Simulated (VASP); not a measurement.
# GaSi2Ir3 in VASP: settings compared

The runs below take GaSi2Ir3 through single point, relaxation of cell and atoms, with PBEsol, revPBE+D3(BJ).

All numbers are computed with VASP 6.6.1; they aren't measurements. Logs are shortened: lines on timing, memory, paths and dates and some standing lists are left out, and cuts for length are marked.

**1. The cell of the first run**

Symmetry: P6/mmm, No. 191, hexagonal system. Conventional cell: a = 5.441 Å, b = 5.441 Å, c = 3.683 Å, α = 90.00°, β = 90.00°, γ = 120.00°. Ir (site symmetry mmm) has 4 Si at 2.42 Å and 4 Ir at 2.72 Å and 4 Ga at 3.29 Å within 3.3 Å. Within 4.1 Å of Ga (site symmetry 6/mmm) lie 6 Si at 3.14 Å and 12 Ir at 3.29 Å and 2 Ga at 3.68 Å. Si (site symmetry -6m2) has 6 Ir at 2.42 Å and 3 Ga at 3.14 Å and 3 Si at 3.14 Å within 3.2 Å.

**2. Single point, PBEsol**

INCAR reads:

```
PREC = Accurate
ENCUT = 520
EDIFF = 1E-7
ISMEAR = -1
SIGMA = 0.1
LREAL = F
LASPH = T
NELM = 80
ALGO = Normal
ISIF = 2
LWAVE = F
LCHARG = F
GGA = PS
NBANDS = 33
```

KPOINTS reads:

```
Automatic mesh
0
Gamma
  6 6 8
```

POSCAR reads:

```
GaSi2Ir3
1.0
    2.7202778993      4.7116595322      0.0000000000
   -2.7202778993      4.7116595322      0.0000000000
    0.0000000000      0.0000000000      3.6832389715
Ir Ga Si
3 1 2
Direct
    0.5000000000      0.5000000000      0.5000000000
    0.5000000000      0.0000000000      0.5000000000
    0.0000000000      0.5000000000      0.5000000000
    0.0000000000      0.0000000000      0.0000000000
    0.3333333333      0.3333333333      0.0000000000
    0.6666666667      0.6666666667      0.0000000000
```

Potentials or basis: VASP PAW PBE potentials, release 64 (Ir, Ga_d, Si).

Command:

```
$ cat potpaw_PBE.64/Ir/POTCAR potpaw_PBE.64/Ga_d/POTCAR potpaw_PBE.64/Si/POTCAR > POTCAR
$ mpirun -np 1 vasp_std > vasp.out
```

OUTCAR:

```text
PREC = Accurate
   ENCUT = 520
   EDIFF = 1E-7
   ISMEAR = -1
   LREAL = F
   LASPH = T
   NELM = 80
   ISIF = 2
   GGA = PS

 ion  position               nearest neighbor table
   1  0.500  0.500  0.500-   5 2.42   6 2.42   5 2.42   6 2.42   2 2.72   3 2.72   2 2.72   3 2.72

   2  0.500  0.000  0.500-   5 2.42   6 2.42   5 2.42   6 2.42   1 2.72   1 2.72   3 2.72   3 2.72

   3  0.000  0.500  0.500-   5 2.42   6 2.42   5 2.42   6 2.42   1 2.72   1 2.72   2 2.72   2 2.72

   4  0.000  0.000  0.000-
   5  0.333  0.333  0.000-   2 2.42   3 2.42   2 2.42   3 2.42   1 2.42   1 2.42   6 3.14   6 3.14
                             6 3.14
   6  0.667  0.667  0.000-   2 2.42   3 2.42   2 2.42   3 2.42   1 2.42   1 2.42   5 3.14   5 3.14
                             5 3.14

  LATTYP: Found a hexagonal cell.
 ALAT       =     5.4405557985
 C/A-ratio  =     0.6769968194

  Lattice vectors:

 A1 = (   2.7202778993,  -4.7116595322,   0.0000000000)
 A2 = (   2.7202778993,   4.7116595322,   0.0000000000)
 A3 = (   0.0000000000,   0.0000000000,   3.6832389715)

Analysis of symmetry for initial positions (statically):
=====================================================================
 Subroutine PRICEL returns:
 Original cell was already a primitive cell.

 Routine SETGRP: Setting up the symmetry group for a
 hexagonal supercell.

 Subroutine GETGRP returns: Found 24 space group operations
 (whereof 24 operations were pure point group operations)
 out of a pool of 24 trial point group operations.

The static configuration has the point symmetry D_6h.

Analysis of symmetry for dynamics (positions and initial velocities):
=====================================================================
 Subroutine PRICEL returns:
 Original cell was already a primitive cell.

 Routine SETGRP: Setting up the symmetry group for a
 hexagonal supercell.

 Subroutine GETGRP returns: Found 24 space group operations
 (whereof 24 operations were pure point group operations)
 out of a pool of 24 trial point group operations.

The dynamic configuration has the point symmetry D_6h.

 Subroutine INISYM returns: Found 24 space group operations
 (whereof 24 operations are pure point group operations),
 and found     1 'primitive' translations
[... 99 lines left out ...]
   LSORBIT =      F    spin-orbit coupling
   LASPH  =      T    aspherical Exc in radial PAW
   ENCUT  =  520.0 eV  38.22 Ry    6.18 a.u.  10.12 10.12  6.85*2*pi/ulx,y,z
   NELM   =     80;   NELMIN=  2; NELMDL= -5     # of ELM steps
   EDIFF  = 0.1E-06   stopping-criterion for ELM
   LREAL  =      F    real-space projection
   EDIFFG = 0.1E-05   stopping-criterion for IOM
   NSW    =      0    number of steps for IOM
   IBRION =     -1    ionic relax: 0-MD 1-quasi-New 2-CG
   NFREE  =      0    steps in history (QN), initial steepest desc. (CG)
   ISIF   =      2    stress and relaxation
   ISYM   =      2    0-nonsym 1-usesym 2-fastsym
   POTIM  = 0.5000    time-step for ionic-motion
   TEBEG  =    0.0;   TEEND  =   0.0 temperature during run
   PSTRESS=    0.0 pullay stress
   NELECT =      48.0000    total number of electrons
   NUPDOWN=      -1.0000    fix difference up-down
   EMIN   =  10.00;   EMAX   =-10.00  energy-range for DOS
   EFERMI =   0.00;   METHOD = LEGACY
   ISMEAR =    -1;   SIGMA  =   0.10  broadening in eV -4-tet -1-fermi 0-gaus
   EFERMI_NEDOS =   21; number of points for ismear=-14 and -15
   IALGO  =     38    algorithm
   IMIX   =      4    mixing-type and parameters
     AMIX     =   0.40;   BMIX     =  1.00
     AMIX_MAG =   1.60;   BMIX_MAG =  1.00
  volume/ion in A,a.u.               =      15.74       106.19
  Fermi-wavevector in a.u.,A,eV,Ry     =   1.306591  2.469098 23.227583  1.707179
  Thomas-Fermi vector in A             =   2.437382
   LORBIT       =      0    0 simple, 1 ext, 2 COOP (PROOUT), +10 PAW based schemes
   GGA     = PS    functional components
   LHFCALC =     F    Hartree Fock is set to
   AEXX    =    0.0000 exact exchange contribution
   IVDW    =     0    specifies the selected vdW correction
   LEPSILON=     F    determine dielectric tensor
   LRPA    =     F    only Hartree local field effects (RPA)
 non-spin polarized calculation
  energy-cutoff  :      520.00
  volume of cell :       94.42
 maximum number of plane-waves:      2580
   NGX = 21   NGY = 21   NGZ = 13

 number of electron      47.9999992 magnetization

 Free energy of the ion-electron system (eV)
  ---------------------------------------------------
  ext. energy  EPLUGINS =         0.00000000
  ---------------------------------------------------
  free energy    TOTEN  =       -45.27493386 eV

  energy without entropy =      -45.20486642  energy(sigma->0) =      -45.23990014

 E-fermi :   8.0308     XC(G=0): -12.1985

 val. band max:        8.0071867401   @ k =  -0.3333   0.3333   0.5000
 cond. band min:       8.0514008174   @ k =  -0.3333   0.3333   0.3750
 fundamental gap:      0.0442140773
 Fermi energy:         8.0307664441

 k-point     1 :       0.0000    0.0000    0.0000
  band No.  band energies     occupation
      1      -6.5268      2.00000
      2      -6.5227      2.00000
      3      -6.5227      2.00000
      4      -6.4899      2.00000
      5      -6.4899      2.00000
      6      -4.3755      2.00000
[... 853 lines left out ...]
     32      13.1666      0.00000
     33      14.5042      0.00000

 [... further k-points ...]

------------------------ aborting loop because EDIFF is reached ----------------------------------------

  FORCE on cell =-STRESS in cart. coord.  units (eV):
  Direction    XX          YY          ZZ          XY          YZ          ZX
  --------------------------------------------------------------------------------------
  -------------------------------------------------------------------------------------
  Total        0.4221301      0.4221301      0.5602398      0.0000000     -0.0000000      0.0000000
  in kB        7.1632457      7.1632457      9.5068688      0.0000000     -0.0000000      0.0000000
  external PRESSURE =       7.9444534 kB  Pullay stress =       0.0000000 kB

 VOLUME and BASIS-vectors are now :
 -----------------------------------------------------------------------------
  energy-cutoff  :      520.00
  volume of cell :       94.42
      direct lattice vectors                 reciprocal lattice vectors
     2.720277899  4.711659532  0.000000000     0.183804750  0.106119722  0.000000000
    -2.720277899  4.711659532  0.000000000    -0.183804750  0.106119722  0.000000000
     0.000000000  0.000000000  3.683238971     0.000000000  0.000000000  0.271500168

 POSITION                                       TOTAL-FORCE (eV/Angst)
 -----------------------------------------------------------------------------------
      0.00000      4.71166      1.84162         0.000000     -0.000000      0.000000
      1.36014      2.35583      1.84162         0.000000     -0.000000      0.000000
     -1.36014      2.35583      1.84162         0.000000     -0.000000      0.000000
      0.00000      0.00000      0.00000         0.000000     -0.000000      0.000000
      0.00000      3.14111      0.00000        -0.000000     -0.000000     -0.000000
      0.00000      6.28221      0.00000        -0.000000      0.000000      0.000000
 -----------------------------------------------------------------------------------
    total drift:                               -0.000000      0.000000     -0.000000

  FREE ENERGIE OF THE ION-ELECTRON SYSTEM (eV)
  ---------------------------------------------------
  free  energy   TOTEN  =       -45.2749338558 eV

  energy  without entropy=      -45.2048664182  energy(sigma->0) =      -45.23990014
```

stdout:

```text
POSCAR found type information on POSCAR IrGaSi
 POSCAR found :  3 types and       6 ions
 scaLAPACK will be used
 -----------------------------------------------------------------------------
|                                                                             |
|                                                                             |
|     You enforced a specific xc type in the INCAR file but a different       |
|     I HOPE YOU KNOW WHAT YOU ARE DOING!                                     |
|                                                                             |
 -----------------------------------------------------------------------------

 LDA part: xc-table for (Slater+PW92), standard interpolation
 POSCAR, INCAR and KPOINTS ok, starting setup
 FFT: planning ... GRIDC
 FFT: planning ... GRID_SOFT
 FFT: planning ... GRID
 WAVECAR not read
 entering main loop
```

It took 47 s on 1 thread of Intel Xeon 6975P-C (Granite Rapids), shared host; peak memory 0.26 GiB.

Results:

```
Free energy            : -45.2749 eV
Pressure               : 0.8 GPa
Band gap on the k mesh : zero (bands 24 and 25 overlap by 2.04 eV)
```

Caveat: the PAW data sets were made with another functional, which shifts forces and pressure a little; spin-orbit coupling is left out, which moves the levels of the heavy elements.

(Part 1 of 2 ends here.)
